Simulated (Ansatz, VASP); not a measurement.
**CaO: VASP beside Ansatz**

```xyz
2
Lattice="0.0000 2.4832 2.7813 2.4832 0.0000 2.7813 2.4832 2.4832 0.0000" Properties=species:S:1:pos:R:3 pbc="T T T"
Ca    0.0000    0.0000    0.0000
O     1.2416    1.2416    1.3906
```

Change from the starting cell: epitaxial_xy strain -4.7%.

Alike in both runs: task single point; functional PBE; k mesh 8 × 8 × 8; occupations fermi-dirac, width 0.02 eV; no spin polarisation.

|  | VASP | Ansatz |
| --- | --- | --- |
| version | VASP 6.6.1 | Ansatz 0.2.0 |
| potentials or method | VASP PAW PBE potentials, release 64 (Ca_sv, O) | plane waves, PAW |
| plane-wave cutoff (eV) | 520 | 420 |
| valence electrons in the cell | 16 | 16 |

VASP gave:

```
gap on the k mesh at the Fermi level (eV)                     : 3.29
pressure (GPa)                                                : 4.1
traceless stress, the component that is largest in VASP (GPa) : -2.00
```

**Question.** Estimate Ansatz's values.

**Answer.** gap on the k mesh at the Fermi level (eV): 3.30; pressure (GPa): 3.5; traceless stress, the component that is largest in VASP (GPa): -2.08.
